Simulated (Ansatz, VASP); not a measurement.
Pt in VASP and in Ansatz

```
Pt
1.0
     0.00000    1.95421    1.95421
     1.95421    0.00000    1.95421
     1.95421    1.95421    0.00000
Pt
1
Direct
  0.00000 0.00000 0.00000
```

Alike in both runs: functional revPBE; dispersion D3(BJ); k mesh 12 × 12 × 12; occupations fermi-dirac, width 0.1 eV; no spin polarisation.

Ansatz relaxed the structure, and its values are those at the end. VASP's run is a single point on that final structure, the one shown.

|  | VASP | Ansatz |
| --- | --- | --- |
| version | VASP 6.6.1 | Ansatz 0.2.0 |
| potentials or method | VASP PAW PBE potentials, release 64 (Pt) | plane waves, PAW |
| plane-wave cutoff (eV) | 500 | 420 |
| valence electrons in the cell | 10 | 18 |

```csv
,VASP,Ansatz,Ansatz less VASP
pressure (GPa),-0.6,0.0,+0.56
```

VASP's potentials were made for PBE, not for revPBE. VASP's potentials hold 10 valence electrons a cell and Ansatz's 18, so a difference there can come from the potentials and not from the codes.

Neither program's run includes spin-orbit coupling.
